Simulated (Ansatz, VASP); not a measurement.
## Two plane-wave programs on La2O3

INCAR

```
PREC     = Accurate       # precision mode
ENCUT    = 520            # plane-wave cutoff, eV
EDIFF    = 1E-6           # SCF threshold, eV
ISMEAR   = -1             # smearing method
SIGMA    = 0.02           # smearing width, eV
LREAL    = F              # projectors in reciprocal space
LASPH    = T              # aspherical terms in the spheres
NELM     = 60             # most SCF steps
ALGO     = Normal         # electronic algorithm
ISIF     = 2              # what is computed and relaxed
LWAVE    = F              # write WAVECAR
LCHARG   = F              # write CHGCAR
GGA      = PE             # functional
NBANDS   = 28             # bands
```

The input KPOINTS:

```
regular mesh
0
Gamma
  12 12 4
```

File POSCAR:

```
La2O3
1.0
    3.9350929413      0.0000000000      0.0000000000
   -1.9675464707      3.4078904534      0.0000000000
    0.0000000000      0.0000000000      6.1262268541
La O
2 3
Direct
    0.3333333333      0.6666666667      0.2461581727
    0.6666666667      0.3333333333      0.7538418273
    0.0000000000      0.0000000000      0.0000000000
    0.3333333333      0.6666666667      0.6461107659
    0.6666666667      0.3333333333      0.3538892341
```

Input for Ansatz:

```yaml
crystal:
  lattice:
    - [3.9350929413, 0.0, 0.0]
    - [-1.9675464707, 3.4078904534, 0.0]
    - [0.0, 0.0, 6.1262268541]
  atoms:
    - { symbol: La, position: [0.3333333333, 0.6666666667, 0.2461581727] }
    - { symbol: La, position: [0.6666666667, 0.3333333333, 0.7538418273] }
    - { symbol: O, position: [0.0, 0.0, 0.0] }
    - { symbol: O, position: [0.3333333333, 0.6666666667, 0.6461107659] }
    - { symbol: O, position: [0.6666666667, 0.3333333333, 0.3538892341] }
kpoints:
  mp_grid: { grid: [12, 12, 4] }
  band_path:
    path:
      - [[0.0, 0.0, 0.0], [0.5, 3.078968058188e-17, -3.828143329868e-19], [0.3333333333333, 0.3333333333333, -7.656286659737e-19], [0.0, 0.0, 0.0], [3.08933173584e-52, -9.837263557885e-36, 0.5], [0.5, 3.067174379827e-17, 0.5], [0.3333333333333, 0.3333333333333, 0.5], [3.08933173584e-52, -9.837263557885e-36, 0.5]]
      - [[0.5, 3.067174379827e-17, 0.5], [0.5, 3.078968058188e-17, -3.828143329868e-19]]
      - [[0.3333333333333, 0.3333333333333, 0.5], [0.3333333333333, 0.3333333333333, -7.656286659737e-19]]
    npoints: 10
hamiltonian:
  xc: pbe
scf:
  occupations: { method: fermi_dirac, width: 0.02 }
  n_extra_bands: 5
output:
  forces: true
  stress: true
  eigenvalues: true
```

Alike in both runs: task single point; functional PBE; k mesh 12 × 12 × 4; occupations fermi-dirac, width 0.02 eV; no spin polarisation.

```csv
,VASP,Ansatz
version,VASP 6.6.1,Ansatz 0.2.0
potentials or method,"VASP PAW PBE potentials, release 64 (La, O)","plane waves, PAW"
plane-wave cutoff (eV),520,420
valence electrons in the cell,40,40
```

```csv
,VASP,Ansatz,Ansatz less VASP
gap on the k mesh at the Fermi level (eV),3.86,3.84,-0.018
pressure (GPa),1.0,1.3,+0.29
"traceless stress, the component that is largest in VASP (GPa)",0.22,0.18,-0.041
rms of the force components (eV/Å),0.014,0.009,-0.0048
```

Atom by atom the forces differ by 0.005 eV/Å (rms over components).

Neither program's run includes spin-orbit coupling.
